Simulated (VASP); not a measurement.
# NaHI (P4/nmm) in VASP: further runs

NaHI is run at these levels: PBEsol; tasks: single point, relaxation of cell and atoms.

Everything below comes from runs of VASP 6.6.1. Logs are shortened: lines on timing, memory, paths and dates and some standing lists are left out, and cuts for length are marked.

## (1) The cell of the first run

Symmetry: P4/nmm, No. 129, tetragonal system. The conventional cell has a = 4.447 Å, b = 4.447 Å, c = 6.338 Å, α = 90.00°, β = 90.00°, γ = 90.00°. Na (site symmetry 4mm) has 4 H at 2.56 Å and 6 I at 3.03 to 3.30 Å within 3.4 Å. Within 3.4 Å of H (site symmetry -4m2) lie 4 Na at 2.56 Å and 4 I at 2.84 Å and 4 H at 3.14 Å. I (site symmetry 4mm) has 4 H at 2.84 Å and 6 Na at 3.03 to 3.30 Å within 3.7 Å.

## (2) Single point, PBEsol

File INCAR:

```
ALGO = Normal
EDIFF = 1E-6
ENCUT = 520
GGA = PS
ISIF = 2
ISMEAR = 1
LASPH = T
LCHARG = F
LREAL = F
LWAVE = F
NBANDS = 24
NELM = 100
PREC = Accurate
SIGMA = 0.0643
```

File KPOINTS:

```
k-points
0
Gamma
  4 4 3
```

File POSCAR:

```
NaHI
1.0
    4.4465981928      0.0000000000      0.0000000000
    0.0000000000      4.4465981928      0.0000000000
    0.0000000000      0.0000000000      6.3376708684
Na H I
2 2 2
Direct
    0.0000000000      0.5000000000      0.1989324327
    0.5000000000      0.0000000000      0.8010675673
    0.0000000000      0.0000000000      0.0000000000
    0.5000000000      0.5000000000      0.0000000000
    0.0000000000      0.5000000000      0.7201171570
    0.5000000000      0.0000000000      0.2798828430
```

Potentials or basis: VASP PAW PBE potentials, release 64 (Na_pv, H, I).

Run with:

```bash
cat potpaw_PBE.64/Na_pv/POTCAR potpaw_PBE.64/H/POTCAR potpaw_PBE.64/I/POTCAR > POTCAR
mpirun -np 1 vasp_std > vasp.out
```

OUTCAR:

```text
EDIFF = 1E-6
   ENCUT = 520
   GGA = PS
   ISIF = 2
   ISMEAR = 1
   LASPH = T
   LREAL = F
   NELM = 100
   PREC = Accurate

 ion  position               nearest neighbor table
   1  0.000  0.500  0.199-   5 3.03
   2  0.500  0.000  0.801-   6 3.03
   3  0.000  0.000  0.000-
   4  0.500  0.500  0.000-
   5  0.000  0.500  0.720-   1 3.03
   6  0.500  0.000  0.280-   2 3.03

  LATTYP: Found a simple tetragonal cell.
 ALAT       =     4.4465981928
 C/A-ratio  =     1.4252852616

  Lattice vectors:

 A1 = (   4.4465981928,   0.0000000000,   0.0000000000)
 A2 = (   0.0000000000,   4.4465981928,   0.0000000000)
 A3 = (   0.0000000000,   0.0000000000,   6.3376708684)

Analysis of symmetry for initial positions (statically):
=====================================================================
 Subroutine PRICEL returns:
 Original cell was already a primitive cell.

 Routine SETGRP: Setting up the symmetry group for a
 simple tetragonal supercell.

 Subroutine GETGRP returns: Found 16 space group operations
 (whereof  8 operations were pure point group operations)
 out of a pool of 16 trial point group operations.

The static configuration has the point symmetry D_2d.
 The point group associated with its full space group is D_4h.

Analysis of symmetry for dynamics (positions and initial velocities):
=====================================================================
 Subroutine PRICEL returns:
 Original cell was already a primitive cell.

 Routine SETGRP: Setting up the symmetry group for a
 simple tetragonal supercell.

 Subroutine GETGRP returns: Found 16 space group operations
 (whereof  8 operations were pure point group operations)
 out of a pool of 16 trial point group operations.

The dynamic configuration has the point symmetry D_2d.
 The point group associated with its full space group is D_4h.

 Subroutine INISYM returns: Found 16 space group operations
 (whereof  8 operations are pure point group operations),
 and found     1 'primitive' translations

----------------------------------------------------------------------------------------

                                     Primitive cell

  volume of cell :     125.3099

  direct lattice vectors                    reciprocal lattice vectors
     4.446598193  0.000000000  0.000000000     0.224891019  0.000000000  0.000000000
     0.000000000  4.446598193  0.000000000     0.000000000  0.224891019  0.000000000
     0.000000000  0.000000000  6.337670868     0.000000000  0.000000000  0.157786673

  length of vectors
     4.446598193  4.446598193  6.337670868     0.224891019  0.224891019  0.157786673

  position of ions in fractional coordinates (direct lattice)
     0.000000000  0.500000000  0.198932433
     0.500000000  0.000000000  0.801067567
     0.000000000  0.000000000  0.000000000
     0.500000000  0.500000000  0.000000000
     0.000000000  0.500000000  0.720117157
     0.500000000  0.000000000  0.279882843

  ion indices of the primitive-cell ions
   primitive index   ion index
                 1           1
                 2           2
                 3           3
                 4           4
                 5           5
                 6           6

----------------------------------------------------------------------------------------

 KPOINTS: k-points

Automatic generation of k-mesh.
 Grid dimensions read from file:
 generate k-points for:    4    4    3

 Generating k-lattice:

  Cartesian coordinates                     Fractional coordinates (reciprocal lattice)
     0.056222755  0.000000000  0.000000000     0.250000000  0.000000000  0.000000000
     0.000000000  0.056222755  0.000000000     0.000000000  0.250000000  0.000000000
     0.000000000  0.000000000  0.052595558     0.000000000  0.000000000  0.333333333

  Length of vectors
     0.056222755  0.056222755  0.052595558

  Shift w.r.t. Gamma in fractional coordinates (k-lattice)
     0.000000000  0.000000000  0.000000000

 Subroutine IBZKPT returns following result:
 ===========================================

 Found     12 irreducible k-points:

 Following reciprocal coordinates:
            Coordinates               Weight
  0.000000  0.000000  0.000000      1.000000
  0.250000  0.000000  0.000000      4.000000
  0.500000  0.000000  0.000000      2.000000
  0.250000  0.250000  0.000000      4.000000
  0.500000  0.250000  0.000000      4.000000
  0.500000  0.500000  0.000000      1.000000
  0.000000  0.000000  0.333333      2.000000
  0.250000  0.000000  0.333333      8.000000
  0.500000  0.000000  0.333333      4.000000
  0.250000  0.250000  0.333333      8.000000
  0.500000  0.250000  0.333333      8.000000
  0.500000  0.500000  0.333333      2.000000
   k-points           NKPTS =     12   k-points in BZ     NKDIM =     12   number of bands    NBANDS=     24
   number of dos      NEDOS =    301   number of ions     NIONS =      6
   total plane-waves  NPLWV =  62208
   dimension x,y,z NGX =    36 NGY =   36 NGZ =   48
   dimension x,y,z NGXF=    72 NGYF=   72 NGZF=   96
   ions per type =               2   2   2
   NGX,Y,Z   is equivalent  to a cutoff of  13.46, 13.46, 12.59 a.u.
   NGXF,Y,Z  is equivalent  to a cutoff of  26.92, 26.92, 25.18 a.u.
 SYSTEM =  unknown system
   PREC   = accura    normal or accurate (medium, high low for compatibility)
   ISTART =      0    job   : 0-new  1-cont  2-samecut
   ICHARG =      2    charge: 1-file 2-atom 10-const
   ISPIN  =      1    spin polarized calculation?
   LNONCOLLINEAR =      F non collinear calculations
   LSORBIT =      F    spin-orbit coupling
   LASPH  =      T    aspherical Exc in radial PAW
   ENCUT  =  520.0 eV  38.22 Ry    6.18 a.u.   8.27  8.27 11.78*2*pi/ulx,y,z
   NELM   =    100;   NELMIN=  2; NELMDL= -5     # of ELM steps
   EDIFF  = 0.1E-05   stopping-criterion for ELM
   LREAL  =      F    real-space projection
   EDIFFG = 0.1E-04   stopping-criterion for IOM
   NSW    =      0    number of steps for IOM
   IBRION =     -1    ionic relax: 0-MD 1-quasi-New 2-CG
   NFREE  =      0    steps in history (QN), initial steepest desc. (CG)
   ISIF   =      2    stress and relaxation
   ISYM   =      2    0-nonsym 1-usesym 2-fastsym
   POTIM  = 0.5000    time-step for ionic-motion
   TEBEG  =    0.0;   TEEND  =   0.0 temperature during run
   PSTRESS=    0.0 pullay stress
[... 25 lines left out ...]
 NGX is ok and might be reduce to    36
   NGX = 17   NGY = 17   NGZ = 23

 number of electron      30.0000001 magnetization

 Free energy of the ion-electron system (eV)
  ---------------------------------------------------
  ext. energy  EPLUGINS =         0.00000000
  ---------------------------------------------------
  free energy    TOTEN  =       -13.40183239 eV

  energy without entropy =      -13.39575475  energy(sigma->0) =      -13.39980651

 E-fermi :   3.1179     XC(G=0):  -8.6528

 val. band max:        3.0860919375   @ k =   0.2500   0.2500   0.3333
 cond. band min:       3.1391355187   @ k =   0.5000   0.2500   0.3333
 fundamental gap:      0.0530435812
 Fermi energy:         3.1178995724

 k-point     1 :       0.0000    0.0000    0.0000
  band No.  band energies     occupation
      1     -20.4934      2.00000
      2     -20.4850      2.00000
      3     -20.4742      2.00000
      4     -20.4742      2.00000
      5     -20.4688      2.00000
      6     -20.4688      2.00000
[... 16 lines left out ...]
     23      11.2590      0.00000
     24      11.3880      0.00000

 k-point     2 :       0.2500    0.0000    0.0000
  band No.  band energies     occupation
      1     -20.4924      2.00000
      2     -20.4869      2.00000
      3     -20.4751      2.00000
      4     -20.4730      2.00000
      5     -20.4718      2.00000
      6     -20.4692      2.00000
[... 16 lines left out ...]
     23      10.7545      0.00000
     24      10.7959      0.00000

 k-point     3 :       0.5000    0.0000    0.0000
  band No.  band energies     occupation
      1     -20.4902      2.00000
      2     -20.4902      2.00000
      3     -20.4753      2.00000
      4     -20.4753      2.00000
      5     -20.4708      2.00000
      6     -20.4708      2.00000
[... 16 lines left out ...]
     23      10.4112      0.00000
     24      10.4112      0.00000

 k-point     4 :       0.2500    0.2500    0.0000
  band No.  band energies     occupation
      1     -20.4914      2.00000
      2     -20.4873      2.00000
      3     -20.4768      2.00000
      4     -20.4739      2.00000
      5     -20.4723      2.00000
      6     -20.4700      2.00000
[... 16 lines left out ...]
     23      10.2749      0.00000
     24      11.9081      0.00000

 k-point     5 :       0.5000    0.2500    0.0000
  band No.  band energies     occupation
      1     -20.4893      2.00000
      2     -20.4893      2.00000
      3     -20.4772      2.00000
      4     -20.4772      2.00000
      5     -20.4711      2.00000
      6     -20.4711      2.00000
[... 16 lines left out ...]
     23      11.7606      0.00000
     24      11.7606      0.00000

 k-point     6 :       0.5000    0.5000    0.0000
  band No.  band energies     occupation
      1     -20.4883      2.00000
      2     -20.4883      2.00000
      3     -20.4795      2.00000
      4     -20.4795      2.00000
      5     -20.4712      2.00000
      6     -20.4712      2.00000
[... 16 lines left out ...]
     23      12.4579      0.00000
     24      12.4579      0.00000

 k-point     7 :       0.0000    0.0000    0.3333
  band No.  band energies     occupation
      1     -20.4926      2.00000
      2     -20.4864      2.00000
      3     -20.4739      2.00000
      4     -20.4739      2.00000
      5     -20.4691      2.00000
      6     -20.4691      2.00000
[... 16 lines left out ...]
     23      10.8607      0.00000
     24      11.4133      0.00000

 k-point     8 :       0.2500    0.0000    0.3333
  band No.  band energies     occupation
      1     -20.4922      2.00000
      2     -20.4883      2.00000
      3     -20.4746      2.00000
      4     -20.4728      2.00000
      5     -20.4716      2.00000
      6     -20.4694      2.00000
[... 16 lines left out ...]
     23      10.5861      0.00000
     24      10.8916      0.00000

 k-point     9 :       0.5000    0.0000    0.3333
  band No.  band energies     occupation
      1     -20.4912      2.00000
      2     -20.4912      2.00000
      3     -20.4746      2.00000
      4     -20.4746      2.00000
      5     -20.4708      2.00000
      6     -20.4708      2.00000
[... 16 lines left out ...]
     23      10.7185      0.00000
     24      10.7185      0.00000

 k-point    10 :       0.2500    0.2500    0.3333
  band No.  band energies     occupation
      1     -20.4915      2.00000
      2     -20.4885      2.00000
      3     -20.4765      2.00000
      4     -20.4735      2.00000
      5     -20.4721      2.00000
      6     -20.4703      2.00000
[... 16 lines left out ...]
     23      10.1558      0.00000
     24      11.3725      0.00000

 k-point    11 :       0.5000    0.2500    0.3333
  band No.  band energies     occupation
      1     -20.4899      2.00000
      2     -20.4899      2.00000
      3     -20.4767      2.00000
      4     -20.4767      2.00000
      5     -20.4712      2.00000
      6     -20.4712      2.00000
[... 16 lines left out ...]
     23      11.6226      0.00000
     24      11.6226      0.00000

 k-point    12 :       0.5000    0.5000    0.3333
  band No.  band energies     occupation
      1     -20.4885      2.00000
      2     -20.4885      2.00000
      3     -20.4791      2.00000
      4     -20.4791      2.00000
      5     -20.4715      2.00000
      6     -20.4715      2.00000
[... 16 lines left out ...]
     23      12.7842      0.00000
     24      12.7842      0.00000

------------------------ aborting loop because EDIFF is reached ----------------------------------------

  FORCE on cell =-STRESS in cart. coord.  units (eV):
  Direction    XX          YY          ZZ          XY          YZ          ZX
  --------------------------------------------------------------------------------------
  -------------------------------------------------------------------------------------
  Total        0.0133049      0.0133049      0.0048563      0.0000000      0.0000000      0.0000000
  in kB        0.1701132      0.1701132      0.0620912      0.0000000      0.0000000      0.0000000
  external PRESSURE =       0.1341058 kB  Pullay stress =       0.0000000 kB

 VOLUME and BASIS-vectors are now :
 -----------------------------------------------------------------------------
  energy-cutoff  :      520.00
  volume of cell :      125.31
      direct lattice vectors                 reciprocal lattice vectors
     4.446598193  0.000000000  0.000000000     0.224891019  0.000000000  0.000000000
     0.000000000  4.446598193  0.000000000     0.000000000  0.224891019  0.000000000
     0.000000000  0.000000000  6.337670868     0.000000000  0.000000000  0.157786673

 POSITION                                       TOTAL-FORCE (eV/Angst)
 -----------------------------------------------------------------------------------
      0.00000      2.22330      1.26077        -0.000000      0.000000     -0.001226
      2.22330      0.00000      5.07690         0.000000     -0.000000      0.001226
      0.00000      0.00000      0.00000        -0.000000     -0.000000      0.000000
      2.22330      2.22330      0.00000        -0.000000     -0.000000      0.000000
      0.00000      2.22330      4.56387        -0.000000     -0.000000     -0.001614
      2.22330      0.00000      1.77381        -0.000000     -0.000000      0.001614
 -----------------------------------------------------------------------------------
    total drift:                                0.000000      0.000000      0.000000

  FREE ENERGIE OF THE ION-ELECTRON SYSTEM (eV)
  ---------------------------------------------------
  free  energy   TOTEN  =       -13.4018323912 eV

  energy  without entropy=      -13.3957547474  energy(sigma->0) =      -13.39980651
```

Wall time 24 s (1 thread of Intel Xeon Platinum 8488C (Sapphire Rapids), shared host); peak memory 0.25 GiB.

What came out:

| Quantity | Value |
| --- | --- |
| Free energy | -13.4018 eV |
| Pressure | 0.0 GPa |
| Band gap on the k mesh | zero (bands 15 and 16 overlap by 0.97 eV) |

Levels at points of the mesh, in eV from the Fermi level:
```tsv
k point	band 12	band 13	band 14	band 15	band 16	band 17	band 18	band 19
(0.00, 0.00, 0.00)	-1.99	-1.80	-1.80	-1.28	-0.69	2.76	5.49	5.53
(0.50, 0.00, 0.00)	-3.47	-2.18	-2.18	0.28	0.28	4.42	4.42	5.76
(0.50, 0.50, 0.00)	-2.82	-2.70	-2.70	-0.61	-0.61	2.59	2.59	6.99
```

Caveat: the PAW data sets were made with another functional, which shifts forces and pressure a little; spin-orbit coupling is left out, which moves the levels of the heavy elements.

## (3) Relaxation of cell and atoms, PBEsol

This run uses another cell than the first one, of 22.64 Å³/atom.

File INCAR:

```
SYSTEM = NaHI
ALGO = Normal
EDIFF = 1E-6
EDIFFG = -0.01
ENCUT = 600
GGA = PS
IBRION = 2
ISIF = 3
ISMEAR = 1
LASPH = .TRUE.
LCHARG = .FALSE.
LREAL = .FALSE.
LWAVE = .FALSE.
NELM = 80
NSW = 60
PREC = Accurate
SIGMA = 0.0643
```

File KPOINTS:

```
k-points
0
G
  4 4 3
  0 0 0
```

File POSCAR:

```
NaHI
1.0
    4.1262910000      0.0000000000      0.0000000000
    0.0000000000      4.1262910000      0.0000000000
    0.0000000000      0.0000000000      7.9769300000
Na H I
2 2 2
Direct
    0.0000000000      0.5000000000      0.2000000000
    0.5000000000      0.0000000000      0.8000000000
    0.0000000000      0.0000000000      0.0000000000
    0.5000000000      0.5000000000      0.0000000000
    0.0000000000      0.5000000000      0.7000000000
    0.5000000000      0.0000000000      0.3000000000
```

Potentials or basis: VASP PAW PBE potentials, release 64 (Na_pv, H, I).

Run with:

```bash
cat potpaw_PBE.64/Na_pv/POTCAR potpaw_PBE.64/H/POTCAR potpaw_PBE.64/I/POTCAR > POTCAR
mpirun -np 1 vasp_std > vasp.out
```

Wall time 7.3 min (1 thread of Intel Xeon Platinum 8488C (Sapphire Rapids), shared host); peak memory 0.32 GiB.

Results (log left out):

| Property | Result |
| --- | --- |
| Free energy | -13.4025 eV |
| Relaxed volume | 20.92 Å³/atom |
| Relaxed cell | a = 4.448 Å, b = 4.448 Å, c = 6.344 Å, α = 90.00°, β = 90.00°, γ = 90.00° |
| Space group after relaxing (to 0.1 Å) | P4/nmm (No. 129) |
| Energy gained by relaxing | 103.5 meV/atom |
| Ionic steps | 26 |
| Pressure after relaxing | 0.0 GPa |
| Band gap on the k mesh | zero (bands 15 and 16 overlap by 0.97 eV) |

The path:
```
step  energy change (eV)  largest force (eV/Å)  pressure (GPa)  volume (Å³)
   1              0.0000                0.3709            0.29       135.82
   2             -0.1003                0.3438           -0.32       136.58
   3             -0.3300                0.2581           -1.61       138.27
   4             -0.4829                0.1093           -1.87       138.65
   5             -0.4789                0.2844           -2.11       139.00
   6             -0.5776                0.1202           -1.09       131.26
   7             -0.5839                0.1047           -0.77       129.27
   8             -0.5840                0.1145           -0.71       128.99
   9             -0.6012                0.0758           -0.44       126.91
  10             -0.6102                0.0800           -0.10       124.64
  11             -0.6107                0.0816            0.00       124.01
  12             -0.6120                0.0632            0.06       123.90
  13             -0.6137                0.0475            0.14       123.69
  14             -0.6142                0.0841            0.32       123.26
  15             -0.6145                0.0704            0.25       123.42
  16             -0.6154                0.0663            0.20       123.74
  17             -0.6174                0.0554            0.07       124.69
  18             -0.6185                0.0344           -0.20       126.61
  19             -0.6186                0.0385           -0.16       126.24
  20             -0.6194                0.0321           -0.10       126.08
  21             -0.6202                0.0227           -0.04       125.83
  22             -0.6206                0.0210            0.05       125.33
  23             -0.6207                0.0168            0.00       125.49
  24             -0.6210                0.0143            0.02       125.47
  25             -0.6212                0.0112            0.01       125.43
  26             -0.6213                0.0015           -0.04       125.54
```

Final structure:
```
CELL_PARAMETERS angstrom
4.44844 0.00000 0.00000
0.00000 4.44844 0.00000
0.00000 0.00000 6.34403
ATOMIC_POSITIONS crystal
Na 0.00000 0.50000 0.19860
Na 0.50000 0.00000 0.80140
H 0.00000 0.00000 0.00000
H 0.50000 0.50000 0.00000
I 0.00000 0.50000 0.72002
I 0.50000 0.00000 0.27998
```

Levels at points of the mesh, in eV from the Fermi level:
```csv
k point,band 11,band 12,band 13,band 14,band 15,band 16,band 17,band 18,band 19
"(0.00, 0.00, 0.00)",-2.74,-1.99,-1.80,-1.80,-1.28,-0.69,2.76,5.49,5.63
"(0.50, 0.00, 0.00)",-3.46,-3.46,-2.17,-2.17,0.28,0.28,4.43,4.43,5.76
"(0.50, 0.50, 0.00)",-2.81,-2.81,-2.70,-2.70,-0.61,-0.61,2.59,2.59,6.99
```

Caveat: the k points lie up to 0.35 Å⁻¹ apart in the final cell, too coarse for converged energies and pressures of a metal; a cell axis changed by over 15 % at a fixed basis, so the end point is rough; the PAW data sets were made with another functional, which shifts forces and pressure a little; spin-orbit coupling is left out, which moves the levels of the heavy elements.

The gap in the log of VASP goes by the Fermi energy; the results here count the filled bands.